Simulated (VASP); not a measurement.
# Ca32HO32 (a cell with a defect) in VASP: further runs

Runs on Ca32HO32 (a cell with a defect). Level: PBEsol. Tasks: single point.

Everything below comes from runs of VASP 6.6.1. Logs are shortened: lines on timing, memory, paths and dates and some standing lists are left out, and cuts for length are marked.

### 1 The cell of the first run

The cell holds a defect, 65 atoms: a = 9.535 Å, b = 9.535 Å, c = 9.535 Å, α = 90.00°, β = 90.00°, γ = 90.00°.

### 2 Single point, PBEsol

Input file INCAR:

```
PREC     = Accurate       # precision mode
ENCUT    = 520            # plane-wave cutoff, eV
EDIFF    = 1E-6           # SCF threshold, eV
ISMEAR   = -1             # smearing method
SIGMA    = 0.05           # smearing width, eV
LREAL    = Auto         
LASPH    = True           # aspherical terms in the spheres
NELM     = 120            # most SCF steps
ALGO     = Normal         # electronic algorithm
ISIF     = 2              # what is computed and relaxed
LWAVE    = False          # write WAVECAR
LCHARG   = False          # write CHGCAR
GGA      = PS             # functional
NELECT   = 514.0        
ISYM     = -1           
NBANDS   = 294            # bands
GGA_COMPAT= False
```

Input file KPOINTS:

```
explicit points
1
Reciprocal
  0.25000000   0.25000000   0.25000000 1
```

Input file POSCAR:

```
Ca32HO32
1.0
    9.5352000000      0.0000000000      0.0000000000
    0.0000000000      9.5352000000      0.0000000000
    0.0000000000      0.0000000000      9.5352000000
O Ca H
32 32 1
Direct
    0.2495510000      0.9981900000      0.9978080000
    0.2499690000      0.0011080000      0.4999420000
    0.2500420000      0.5002690000      0.0007810000
    0.2361670000      0.5138730000      0.5135950000
    0.7502060000      0.0002460000      0.9998580000
    0.7522710000      0.9981680000      0.5004210000
    0.7522470000      0.5007440000      0.9977440000
    0.7492070000      0.5001840000      0.4999670000
    0.9977180000      0.2498950000      0.9977800000
    0.0005990000      0.2503310000      0.4998720000
    0.9998250000      0.7506850000      0.9998420000
    0.9976770000      0.7526780000      0.5003590000
    0.4999110000      0.2503580000      0.0006840000
    0.5135490000      0.2365400000      0.5135300000
    0.5003950000      0.7526770000      0.9977010000
    0.4999340000      0.7496430000      0.4999690000
    0.9977570000      0.9982030000      0.2495700000
    0.9997800000      0.0002130000      0.7501320000
    0.0006820000      0.5002850000      0.2500660000
    0.9976750000      0.5007710000      0.7521740000
    0.4999320000      0.0011670000      0.2500240000
    0.5004120000      0.9981480000      0.7522260000
    0.5136330000      0.5139120000      0.2361560000
    0.4999430000      0.5001880000      0.7491700000
    0.2363570000      0.2366580000      0.2363860000
    0.2501420000      0.2503530000      0.7491740000
    0.2500000000      0.7496190000      0.2500830000
    0.2495970000      0.7526590000      0.7522540000
    0.7492030000      0.2503800000      0.2501890000
    0.7522450000      0.2498900000      0.7522480000
    0.7522960000      0.7526420000      0.2496780000
    0.7501830000      0.7506000000      0.7501740000
    0.0001410000      0.0005110000      0.0001280000
    0.0007300000      0.0010400000      0.4995550000
    0.0006470000      0.4998650000      0.0007210000
    0.9990990000      0.5011880000      0.5008060000
    0.4995250000      0.0010750000      0.0007000000
    0.5007630000      0.9994280000      0.5008460000
    0.5008620000      0.5011730000      0.9991110000
    0.4967880000      0.4972450000      0.4968100000
    0.2491560000      0.2495810000      0.9992110000
    0.2532100000      0.2536260000      0.4967520000
    0.2504600000      0.7496590000      0.0006610000
    0.2491290000      0.7511030000      0.5008310000
    0.7493420000      0.2508330000      0.0006620000
    0.7507270000      0.2494660000      0.5008200000
    0.7498890000      0.7502420000      0.0001230000
    0.7492640000      0.7496850000      0.4995130000
    0.2492320000      0.9995580000      0.2491700000
    0.2504820000      0.0010410000      0.7493170000
    0.2532370000      0.4971810000      0.2532220000
    0.2490570000      0.5012110000      0.7507810000
    0.7492490000      0.0010580000      0.2504880000
    0.7498670000      0.0005060000      0.7498660000
    0.7507620000      0.5012060000      0.2491180000
    0.7493360000      0.4998800000      0.7493080000
    0.9992100000      0.2495190000      0.2492140000
    0.0006550000      0.2508490000      0.7493040000
    0.0006360000      0.7497100000      0.2504910000
    0.0001160000      0.7502250000      0.7498680000
    0.4966940000      0.2536710000      0.2532510000
    0.5008090000      0.2495070000      0.7507670000
    0.5008640000      0.7511420000      0.2490650000
    0.4995150000      0.7496490000      0.7493590000
    0.3750320000      0.3755600000      0.3752230000
```

Potentials or basis: VASP PAW PBE potentials, release 64 (O, Ca_sv, H).

Command:

```sh
cat potpaw_PBE.64/O/POTCAR potpaw_PBE.64/Ca_sv/POTCAR potpaw_PBE.64/H/POTCAR > POTCAR
mpirun -np 1 vasp_std > vasp.out
```

OUTCAR:

```text
PREC = Accurate
   ENCUT = 520
   EDIFF = 1E-6
   ISMEAR = -1
   LREAL = Auto
   LASPH = True
   NELM = 120
   ISIF = 2
   GGA = PS
   NELECT = 514.0
   ISYM = -1

 ion  position               nearest neighbor table
   1  0.250  0.998  0.998-  50 2.37  43 2.37  33 2.38  37 2.38  49 2.40  41 2.40
   2  0.250  0.001  0.500-  34 2.38  50 2.38  44 2.38  49 2.39  38 2.39  42 2.41
   3  0.250  0.500  0.001-  43 2.38  35 2.38  52 2.38  41 2.39  39 2.39  51 2.41
   4  0.236  0.514  0.514-  36 2.27  52 2.27  44 2.27  42 2.49  51 2.49  40 2.50
   5  0.750  0.000  1.000-  33 2.38  54 2.38  47 2.38  45 2.39  53 2.39  37 2.39
   6  0.752  0.998  0.500-  34 2.37  48 2.37  54 2.38  53 2.38  46 2.40  38 2.40
[... 43 lines left out ...]
  50  0.250  0.001  0.749-  28 2.37   1 2.37  26 2.38   2 2.38  22 2.38  18 2.39
  51  0.253  0.497  0.253-  65 2.01  27 2.41   3 2.41  19 2.41   4 2.49  23 2.49  25 2.49
  52  0.249  0.501  0.751-   4 2.27   3 2.38  26 2.39  24 2.39  20 2.40  28 2.40
  53  0.749  0.001  0.250-  31 2.37  17 2.37  21 2.38  29 2.38   6 2.38   5 2.39
  54  0.750  0.001  0.750-  30 2.38   6 2.38  22 2.38  32 2.38  18 2.38   5 2.38
  55  0.751  0.501  0.249-  23 2.27  19 2.38  29 2.39   8 2.39   7 2.40  31 2.40
  56  0.749  0.500  0.749-  20 2.37   7 2.37   8 2.38  24 2.38  30 2.38  32 2.39
  57  0.999  0.250  0.249-  25 2.27  29 2.38  10 2.39  19 2.39  17 2.40   9 2.40
  58  0.001  0.251  0.749-  30 2.37   9 2.37  10 2.38  26 2.38  20 2.38  18 2.39
  59  0.001  0.750  0.250-  31 2.37  17 2.37  27 2.38  19 2.38  12 2.38  11 2.39
  60  0.000  0.750  0.750-  20 2.38  28 2.38  12 2.38  32 2.38  11 2.38  18 2.38
  61  0.497  0.254  0.253-  65 2.01  21 2.41  29 2.41  13 2.41  23 2.49  14 2.49  25 2.49
  62  0.501  0.250  0.751-  14 2.27  13 2.38  26 2.39  24 2.39  22 2.40  30 2.40
  63  0.501  0.751  0.249-  23 2.27  21 2.38  27 2.39  16 2.39  15 2.40  31 2.40
  64  0.500  0.750  0.749-  15 2.37  22 2.37  16 2.38  24 2.38  28 2.38  32 2.39
  65  0.375  0.376  0.375-  40 2.01  42 2.01  51 2.01  61 2.01

IMPORTANT INFORMATION: All symmetrisations will be switched off!
NOSYMM: (Re-)initialisation of all symmetry stuff for point group C_1.

----------------------------------------------------------------------------------------

                                     Primitive cell

  volume of cell :     866.9408

  direct lattice vectors                    reciprocal lattice vectors
     9.535200000  0.000000000  0.000000000     0.104874570  0.000000000  0.000000000
     0.000000000  9.535200000  0.000000000     0.000000000  0.104874570  0.000000000
     0.000000000  0.000000000  9.535200000     0.000000000  0.000000000  0.104874570

  length of vectors
     9.535200000  9.535200000  9.535200000     0.104874570  0.104874570  0.104874570

  position of ions in fractional coordinates (direct lattice)
     0.249551000  0.998190000  0.997808000
[... 172 lines left out ...]
   PSTRESS=    0.0 pullay stress
   NELECT =     514.0000    total number of electrons
   NUPDOWN=      -1.0000    fix difference up-down
   EMIN   =  10.00;   EMAX   =-10.00  energy-range for DOS
   EFERMI =   0.00;   METHOD = LEGACY
   ISMEAR =    -1;   SIGMA  =   0.05  broadening in eV -4-tet -1-fermi 0-gaus
   EFERMI_NEDOS =   21; number of points for ismear=-14 and -15
   IALGO  =     38    algorithm
   IMIX   =      4    mixing-type and parameters
     AMIX     =   0.40;   BMIX     =  1.00
     AMIX_MAG =   1.60;   BMIX_MAG =  1.00
  volume/ion in A,a.u.               =      13.34        90.01
  Fermi-wavevector in a.u.,A,eV,Ry     =   1.375306  2.598952 25.734972  1.891467
  Thomas-Fermi vector in A             =   2.500654
   LORBIT       =      0    0 simple, 1 ext, 2 COOP (PROOUT), +10 PAW based schemes
   GGA     = PS    functional components
   LHFCALC =     F    Hartree Fock is set to
   AEXX    =    0.0000 exact exchange contribution
   IVDW    =     0    specifies the selected vdW correction
   LEPSILON=     F    determine dielectric tensor
   LRPA    =     F    only Hartree local field effects (RPA)
 non-spin polarized calculation
  energy-cutoff  :      520.00
  volume of cell :      866.94
 maximum number of plane-waves:     23336
 NGX is ok and might be reduce to    70
   NGX = 35   NGY = 35   NGZ = 35

 number of electron     513.9999788 magnetization

 Free energy of the ion-electron system (eV)
  ---------------------------------------------------
  ext. energy  EPLUGINS =         0.00000000
  ---------------------------------------------------
  free energy    TOTEN  =      -425.86649462 eV

  energy without entropy =     -425.86649462  energy(sigma->0) =     -425.86649462

 E-fermi :   5.0258     XC(G=0): -10.8934

 val. band max:        3.6926142795   @ k =   0.2500   0.2500   0.2500
 cond. band min:       6.3683107368   @ k =   0.2500   0.2500   0.2500
 fundamental gap:      2.6756964573
 Fermi energy:         5.0258141208

 k-point     1 :       0.2500    0.2500    0.2500
  band No.  band energies     occupation
      1     -34.9683      2.00000
      2     -34.9250      2.00000
      3     -34.9233      2.00000
      4     -34.9207      2.00000
      5     -34.8943      2.00000
      6     -34.8904      2.00000
[... 261 lines left out ...]
    268       7.8173      0.00000
    269       7.8181      0.00000
 [bands above 269 left out]

------------------------ aborting loop because EDIFF is reached ----------------------------------------

  FORCE on cell =-STRESS in cart. coord.  units (eV):
  Direction    XX          YY          ZZ          XY          YZ          ZX
  --------------------------------------------------------------------------------------
  -------------------------------------------------------------------------------------
  Total       14.3491353     14.3278741     14.3353327     -0.2315653     -0.2311215     -0.2431951
  in kB       26.5183742     26.4790817     26.4928657     -0.4279516     -0.4271314     -0.4494444
  external PRESSURE =      26.4967738 kB  Pullay stress =       0.0000000 kB

 VOLUME and BASIS-vectors are now :
 -----------------------------------------------------------------------------
  energy-cutoff  :      520.00
  volume of cell :      866.94
      direct lattice vectors                 reciprocal lattice vectors
     9.535200000  0.000000000  0.000000000     0.104874570  0.000000000  0.000000000
     0.000000000  9.535200000  0.000000000     0.000000000  0.104874570  0.000000000
     0.000000000  0.000000000  9.535200000     0.000000000  0.000000000  0.104874570

 POSITION                                       TOTAL-FORCE (eV/Angst)
 -----------------------------------------------------------------------------------
      2.37952      9.51794      9.51430         0.015607      0.010792      0.011628
      2.38350      0.01057      4.76705         0.021384      0.012585     -0.015026
      2.38420      4.77016      0.00745         0.013502     -0.012145      0.012191
      2.25190      4.89988      4.89723         0.031424     -0.020864     -0.027401
      7.15336      0.00235      9.53385        -0.013258      0.005130      0.008176
      7.17305      9.51773      4.77161        -0.020509      0.006998     -0.012765
[... 57 lines left out ...]
      4.76298      7.14805      7.14529         0.009778      0.012561      0.004682
      3.57601      3.58104      3.57783         0.006711      0.003542     -0.004032
 -----------------------------------------------------------------------------------
    total drift:                                0.000576     -0.005438     -0.000716

  FREE ENERGIE OF THE ION-ELECTRON SYSTEM (eV)
  ---------------------------------------------------
  free  energy   TOTEN  =      -425.8664946158 eV

  energy  without entropy=     -425.8664946158  energy(sigma->0) =     -425.86649462
```

Wall time 6.8 min (1 thread of Intel Xeon Platinum 8559C (Emerald Rapids), shared host); peak memory 0.85 GiB.

Results:

```yaml
Free_energy: -425.8665 eV
Largest_force: 0.055 eV/Å
```

Forces on the atoms (eV/Å):
```
O    0.016  0.011  0.012
O    0.021  0.013 -0.015
O    0.014 -0.012  0.012
O    0.031 -0.021 -0.027
O   -0.013  0.005  0.008
O   -0.021  0.007 -0.013
O   -0.015 -0.007  0.016
O   -0.019 -0.006 -0.018
O    0.021  0.022  0.014
O    0.026  0.023 -0.010
O    0.010 -0.024  0.008
O    0.020 -0.024 -0.008
O   -0.015  0.022  0.019
O   -0.033  0.033 -0.028
O   -0.011 -0.023  0.019
O   -0.020 -0.025 -0.021
O    0.016  0.010  0.012
O    0.014  0.008 -0.005
O    0.019 -0.013  0.011
O    0.021 -0.010 -0.008
O   -0.017  0.009  0.017
O   -0.014  0.009 -0.013
O   -0.035 -0.023  0.034
O   -0.019 -0.007 -0.013
O    0.029  0.035  0.025
O    0.009  0.025 -0.015
O    0.025 -0.026  0.017
O    0.013 -0.024 -0.017
O   -0.021  0.023  0.007
O   -0.016  0.021 -0.014
O   -0.024 -0.021  0.008
O   -0.012 -0.018 -0.007
Ca  -0.010 -0.007 -0.007
Ca  -0.014 -0.004  0.003
Ca  -0.006  0.009 -0.006
Ca  -0.033  0.004  0.005
Ca   0.008 -0.003 -0.010
Ca   0.011 -0.018  0.007
Ca   0.005  0.003 -0.031
Ca   0.016  0.005  0.015
Ca  -0.005 -0.013 -0.026
Ca  -0.014 -0.018  0.012
Ca  -0.009  0.015 -0.005
Ca  -0.012  0.034  0.006
Ca   0.004 -0.011 -0.004
Ca   0.030 -0.011  0.007
Ca   0.010  0.014 -0.009
Ca   0.013  0.011  0.010
Ca  -0.014 -0.024 -0.006
Ca  -0.008 -0.005  0.008
Ca  -0.016  0.007 -0.012
Ca  -0.003  0.002  0.027
Ca   0.015 -0.002 -0.004
Ca   0.008 -0.007  0.006
Ca   0.032  0.000 -0.003
Ca   0.004  0.005  0.004
Ca  -0.031 -0.010 -0.006
Ca  -0.009 -0.013  0.004
Ca  -0.006  0.013 -0.006
Ca  -0.012  0.015  0.006
Ca   0.014 -0.017 -0.010
Ca   0.009 -0.012  0.025
Ca   0.004  0.032 -0.005
Ca   0.010  0.013  0.005
H    0.007  0.004 -0.004
```

Caveat: the cell carries a net charge on a neutralising background, which shifts energy and pressure; the cell is charged against a uniform background, so pressure and absolute levels hang on convention; the PAW data sets were made with another functional, which shifts forces and pressure a little.

### 3 Single point, PBEsol

INCAR is that of step 2.

KPOINTS is that of step 2.

Input file POSCAR:

```
Ca32HO32
1.0
    9.5352000000      0.0000000000      0.0000000000
    0.0000000000      9.5352000000      0.0000000000
    0.0000000000      0.0000000000      9.5352000000
O Ca H
32 32 1
Direct
    0.2495510000      0.9981900000      0.9978080000
    0.2499690000      0.0011080000      0.4999420000
    0.2500420000      0.5002690000      0.0007810000
    0.2361670000      0.5138720000      0.5135950000
    0.7502060000      0.0002460000      0.9998580000
    0.7522710000      0.9981690000      0.5004210000
    0.7522470000      0.5007440000      0.9977440000
    0.7492070000      0.5001840000      0.4999670000
    0.9977180000      0.2498960000      0.9977800000
    0.0005990000      0.2503310000      0.4998710000
    0.9998250000      0.7506850000      0.9998420000
    0.9976770000      0.7526780000      0.5003590000
    0.4999110000      0.2503580000      0.0006840000
    0.5135490000      0.2365400000      0.5135290000
    0.5003950000      0.7526770000      0.9977020000
    0.4999340000      0.7496420000      0.4999690000
    0.9977580000      0.9982030000      0.2495690000
    0.9997800000      0.0002130000      0.7501320000
    0.0006820000      0.5002850000      0.2500660000
    0.9976750000      0.5007710000      0.7521740000
    0.4999320000      0.0011660000      0.2500240000
    0.5004120000      0.9981480000      0.7522260000
    0.5136330000      0.5139120000      0.2361560000
    0.4999430000      0.5001880000      0.7491700000
    0.2363570000      0.2366580000      0.2363860000
    0.2501420000      0.2503530000      0.7491740000
    0.2500000000      0.7496190000      0.2500830000
    0.2495970000      0.7526590000      0.7522540000
    0.7492030000      0.2503800000      0.2501890000
    0.7522450000      0.2498900000      0.7522480000
    0.7522960000      0.7526420000      0.2496780000
    0.7501830000      0.7506000000      0.7501740000
    0.0001410000      0.0005110000      0.0001280000
    0.0007300000      0.0010400000      0.4995550000
    0.0006470000      0.4998650000      0.0007210000
    0.9990990000      0.5011880000      0.5008060000
    0.4995250000      0.0010750000      0.0007000000
    0.5007630000      0.9994280000      0.5008460000
    0.5008620000      0.5011730000      0.9991120000
    0.4967890000      0.4972440000      0.4968110000
    0.2491560000      0.2495810000      0.9992110000
    0.2532100000      0.2536260000      0.4967520000
    0.2504600000      0.7496590000      0.0006610000
    0.2491290000      0.7511030000      0.5008310000
    0.7493420000      0.2508330000      0.0006620000
    0.7507270000      0.2494660000      0.5008200000
    0.7498880000      0.7502420000      0.0001230000
    0.7492640000      0.7496850000      0.4995140000
    0.2492310000      0.9995580000      0.2491700000
    0.2504820000      0.0010400000      0.7493170000
    0.2532380000      0.4971810000      0.2532220000
    0.2490570000      0.5012110000      0.7507810000
    0.7492490000      0.0010580000      0.2504880000
    0.7498670000      0.0005060000      0.7498660000
    0.7507620000      0.5012060000      0.2491180000
    0.7493360000      0.4998800000      0.7493080000
    0.9992100000      0.2495200000      0.2492140000
    0.0006550000      0.2508500000      0.7493030000
    0.0006360000      0.7497100000      0.2504910000
    0.0001160000      0.7502250000      0.7498680000
    0.4966940000      0.2536710000      0.2532510000
    0.5008090000      0.2495070000      0.7507670000
    0.5008640000      0.7511420000      0.2490660000
    0.4995140000      0.7496490000      0.7493590000
    0.3750320000      0.3755600000      0.3752230000
```

Potentials or basis: VASP PAW PBE potentials, release 64 (O, Ca_sv, H).

Command:

```sh
cat potpaw_PBE.64/O/POTCAR potpaw_PBE.64/Ca_sv/POTCAR potpaw_PBE.64/H/POTCAR > POTCAR
mpirun -np 1 vasp_std > vasp.out
```

It took 6.3 min on 1 thread of Intel Xeon Platinum 8559C (Emerald Rapids), shared host; peak memory 0.84 GiB.

The run converged. Its results:

```yaml
Free_energy: -425.8665 eV
Largest_force: 0.055 eV/Å
```

Forces in eV/Å, atoms in the order of the input:
```
O    0.016  0.011  0.012
O    0.021  0.013 -0.015
O    0.014 -0.012  0.012
O    0.031 -0.021 -0.027
O   -0.013  0.005  0.008
O   -0.021  0.007 -0.013
O   -0.015 -0.007  0.016
O   -0.019 -0.006 -0.018
O    0.021  0.021  0.014
O    0.026  0.023 -0.010
O    0.010 -0.024  0.008
O    0.020 -0.024 -0.008
O   -0.015  0.022  0.019
O   -0.033  0.033 -0.028
O   -0.011 -0.023  0.019
O   -0.020 -0.025 -0.021
O    0.016  0.010  0.012
O    0.014  0.008 -0.005
O    0.019 -0.013  0.011
O    0.021 -0.010 -0.009
O   -0.017  0.009  0.017
O   -0.014  0.009 -0.013
O   -0.035 -0.023  0.034
O   -0.019 -0.007 -0.013
O    0.029  0.035  0.025
O    0.009  0.025 -0.015
O    0.025 -0.026  0.017
O    0.013 -0.024 -0.017
O   -0.021  0.023  0.007
O   -0.016  0.021 -0.014
O   -0.024 -0.021  0.008
O   -0.012 -0.018 -0.007
Ca  -0.010 -0.007 -0.007
Ca  -0.014 -0.004  0.003
Ca  -0.006  0.009 -0.006
Ca  -0.033  0.004  0.004
Ca   0.008 -0.003 -0.010
Ca   0.011 -0.018  0.007
Ca   0.005  0.003 -0.031
Ca   0.016  0.005  0.015
Ca  -0.005 -0.013 -0.026
Ca  -0.014 -0.018  0.012
Ca  -0.009  0.015 -0.005
Ca  -0.012  0.034  0.006
Ca   0.004 -0.011 -0.004
Ca   0.030 -0.011  0.007
Ca   0.010  0.014 -0.009
Ca   0.013  0.011  0.010
Ca  -0.014 -0.024 -0.006
Ca  -0.008 -0.005  0.008
Ca  -0.016  0.007 -0.012
Ca  -0.003  0.002  0.027
Ca   0.015 -0.002 -0.004
Ca   0.008 -0.007  0.006
Ca   0.032  0.000 -0.003
Ca   0.004  0.005  0.004
Ca  -0.031 -0.010 -0.006
Ca  -0.009 -0.013  0.005
Ca  -0.006  0.013 -0.006
Ca  -0.012  0.015  0.006
Ca   0.014 -0.017 -0.010
Ca   0.009 -0.012  0.025
Ca   0.004  0.032 -0.005
Ca   0.010  0.013  0.005
H    0.007  0.004 -0.004
```

Levels at points of the mesh, in eV from the Fermi level:
```
           k point  band 255  band 256  band 257  band 258  band 259  band 260
(0.25, 0.25, 0.25)     -2.91     -2.91     -1.33      1.34      1.34      1.56
```

Caveat: the cell carries a net charge on a neutralising background, which shifts energy and pressure; the cell is charged against a uniform background, so pressure and absolute levels hang on convention; the PAW data sets were made with another functional, which shifts forces and pressure a little.

(Part 1 of 2 ends here.)
